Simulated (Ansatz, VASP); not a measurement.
PbS: VASP beside Ansatz

POSCAR

```
PbS
1.0
    2.1005109573      1.2127305666      3.4301898177
   -2.1005109573      1.2127305666      3.4301898177
    0.0000000000     -2.4254611333      3.4301898176
Pb S
1 1
Direct
    0.9781436759      0.9781436759      0.9781436759
    0.4774576541      0.4774576541      0.4774576541
```

INCAR.step1

```
ALGO = Normal ; EDIFF = 1E-4
ENCUT = 520 ; GGA = PE
ISMEAR = 0 ; LASPH = True
LCHARG = False ; LREAL = False
LWAVE = True ; NBANDS = 17
NELM = 100 ; PREC = Accurate
SIGMA = 0.01
```

File INCAR.step2:

```
ALGO = Normal ; BPARAM = 11.95
CPARAM = 0.0093 ; EDIFF = 1E-6
ENCUT = 520 ; ISIF = 2
ISMEAR = 0 ; ISTART = 1
IVDW_NL = 2 ; LASPH = True
LCHARG = False ; LMIXTAU = True
LREAL = False ; LUSE_VDW = True
LWAVE = False ; METAGGA = R2SCAN
NBANDS = 17 ; NELM = 100
PREC = Accurate ; SIGMA = 0.01
```

The input KPOINTS:

```
k-points
0
Gamma
  6 6 6
```

Input for Ansatz:

```yaml
crystal:
  lattice:
    - [2.1005109573, 1.2127305666, 3.4301898177]
    - [-2.1005109573, 1.2127305666, 3.4301898177]
    - [0.0, -2.4254611333, 3.4301898176]
  atoms:
    - { symbol: Pb, position: [0.9781436759, 0.9781436759, 0.9781436759] }
    - { symbol: S, position: [0.4774576541, 0.4774576541, 0.4774576541] }
kpoints:
  mp_grid: { grid: [6, 6, 6] }
hamiltonian:
  xc: r2scan
  dispersion: rvv10
scf:
  occupations: { method: fixed }
  n_extra_bands: 4
output:
  forces: true
  stress: true
  eigenvalues: true
```

Alike in both runs: task single point; functional r2SCAN; dispersion rVV10; k mesh 6 × 6 × 6; no spin polarisation.

|  | VASP | Ansatz |
| --- | --- | --- |
| version | VASP 6.6.1 | Ansatz 0.2.0 |
| potentials or method | VASP PAW PBE potentials, release 64 (Pb_d, S) | plane waves |
| plane-wave cutoff (eV) | 520 | 500 |
| occupations | gaussian, width 0.01 eV | fixed |
| valence electrons in the cell | 20 | 20 |

```csv
,VASP,Ansatz,Ansatz less VASP
gap on the k mesh at the Fermi level (eV),0.60,0.59,-0.009
pressure (GPa),0.1,0.0,-0.11
```

VASP's potentials were made for PBE, not for r2SCAN.

Spin-orbit coupling is off throughout.
